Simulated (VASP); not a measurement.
A run of VASP 6.6.1 is set up as follows.

INCAR

```
SYSTEM = TePb
  PREC = Accurate
  ENCUT = 520
  EDIFF = 1E-6
  ISMEAR = 0
  SIGMA = 0.1
  LREAL = .FALSE.
  LASPH = .TRUE.
  NELM = 100
  ALGO = Normal
  ISIF = 2
  LWAVE = .FALSE.
  LCHARG = .FALSE.
  LDIPOL = .TRUE.
  IDIPOL = 3
  DIPOL = 0.5 0.5 0.276
  GGA = PE
  NBANDS = 28
```

KPOINTS

```
Automatic mesh
0
G
  10 10 1
  0 0 0
```

The input POSCAR:

```
TePb
1.0
    4.8339210944      0.0000000000      0.0000000000
    0.0000000000      4.8339210944      0.0000000000
    0.0000000000      0.0000000000     32.5627290052
Te Pb
2 2
Direct
    0.0000000000      0.0000000000      0.3429616069
    0.0000000000      0.0000000000      0.2098176149
    0.5000000000      0.0000000000      0.2763896109
    0.0000000000      0.5000000000      0.2763896109
```

Potentials or basis: VASP PAW PBE potentials, release 64 (Te, Pb_d).

Launch:

```bash
$ cat potpaw_PBE.64/Te/POTCAR potpaw_PBE.64/Pb_d/POTCAR > POTCAR
$ mpirun -np 1 vasp_std > vasp.out
```

(1) Predict the band gap on the k mesh.

(2) What does it give for the largest force?

## Answers

(1) zero (band 20 reaches -3.45 eV, above the bottom of band 21 at -3.77 eV).

(2) 0.004 eV/Å.

Caveat: spin-orbit coupling is left out, which moves the levels of the heavy elements.
